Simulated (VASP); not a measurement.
Here is a VASP 6.6.1 calculation.

Contents of INCAR:

```
ALGO = Normal ; EDIFF = 1E-6
ENCUT = 520 ; GGA = PE
ISIF = 2 ; ISMEAR = 0
LASPH = True ; LCHARG = False
LREAL = False ; LWAVE = False
NBANDS = 31 ; NELM = 60
PREC = Accurate ; SIGMA = 0.1
```

File KPOINTS:

```
k-points
0
Gamma
  6 6 6
```

POSCAR

```
Ta2SiO3
1.0
    5.2636115300      0.0000000000      0.0000000000
   -2.6318057700      4.5584213000      0.0000000000
    0.0000000000      0.0000000000      3.6162871700
Ta Si O
2 1 3
Direct
    0.3333333300      0.6666666700      0.5000000000
    0.6666666700      0.3333333300      0.5000000000
    0.0000000000      0.0000000000      0.0000000000
    0.5000000000      0.0000000000      0.5000000000
    0.0000000000      0.5000000000      0.5000000000
    0.5000000000      0.5000000000      0.5000000000
```

Potentials or basis: VASP PAW PBE potentials, release 64 (Ta_pv, Si, O).

Command:

```sh
$ cat potpaw_PBE.64/Ta_pv/POTCAR potpaw_PBE.64/Si/POTCAR potpaw_PBE.64/O/POTCAR > POTCAR
$ mpirun -np 1 vasp_std > vasp.out
```

Task: Estimate the pressure.

Result: 183.8 GPa.

Task: What does it give for the band gap on the k mesh?

Result: Zero (band 22 reaches 6.52 eV, above the bottom of band 23 at 5.01 eV).

Stress tensor (GPa, compression positive):
```
277.93   0.00   0.00
  0.00 277.93   0.00
  0.00   0.00  -4.50
```

Caveat: spin-orbit coupling is left out, which moves the levels of the heavy elements.
